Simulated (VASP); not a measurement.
Set up this calculation in VASP 6.6.1, as the native input.

```
Task                   : single point
Functional             : LDA
Potentials or basis    : VASP PAW LDA potentials, release 64 (Al)
Cutoff                 : 520 eV
k mesh                 : 6 × 6 × 3
Occupations            : fermi-dirac, width 0.05 eV
Spin                   : no spin polarisation
Dipole correction      : no
Further INCAR settings : ALGO = Fast; EDIFF = 1e-06; NBANDS = 10
```

The structure of Al lies in POSCAR:

```
Al
1.0
    2.8124553515      0.0000000000      0.0000000000
   -1.4062276757      2.4356577814      0.0000000000
    0.0000000000      0.0000000000      4.8668500000
Al
2
Direct
    0.3333333333      0.6666666667      0.2500000000
    0.6666666667      0.3333333333      0.7500000000
```

One way to write it, as run:

INCAR

```
PREC     = Accurate       # precision mode
ENCUT    = 520            # plane-wave cutoff, eV
EDIFF    = 1E-6           # SCF threshold, eV
ISMEAR   = -1             # smearing method
SIGMA    = 0.05           # smearing width, eV
LREAL    = False          # projectors in reciprocal space
LASPH    = True           # aspherical terms in the spheres
NELM     = 100            # most SCF steps
ALGO     = Fast           # electronic algorithm
ISIF     = 2              # what is computed and relaxed
LWAVE    = False          # write WAVECAR
LCHARG   = False          # write CHGCAR
GGA      = CA             # functional
NBANDS   = 10             # bands
```

KPOINTS

```
regular mesh
0
Gamma
  6 6 3
```

Potentials or basis: VASP PAW LDA potentials, release 64 (Al).

Command:

```sh
$ cat potpaw_LDA.64/Al/POTCAR > POTCAR
$ mpirun -np 1 vasp_std > vasp.out
```

It gave:

```
Pressure               : -1.3 GPa
Band gap on the k mesh : zero (band 3 reaches 9.13 eV, above the bottom of band 4 at 5.49 eV)
```

Caveat: the k points lie up to 0.43 Å⁻¹ apart.

Wall time 2 s on 1 thread of AMD EPYC 9R45 96-Core Processor (Zen 5), with other jobs on the host, peak memory 0.09 GiB.
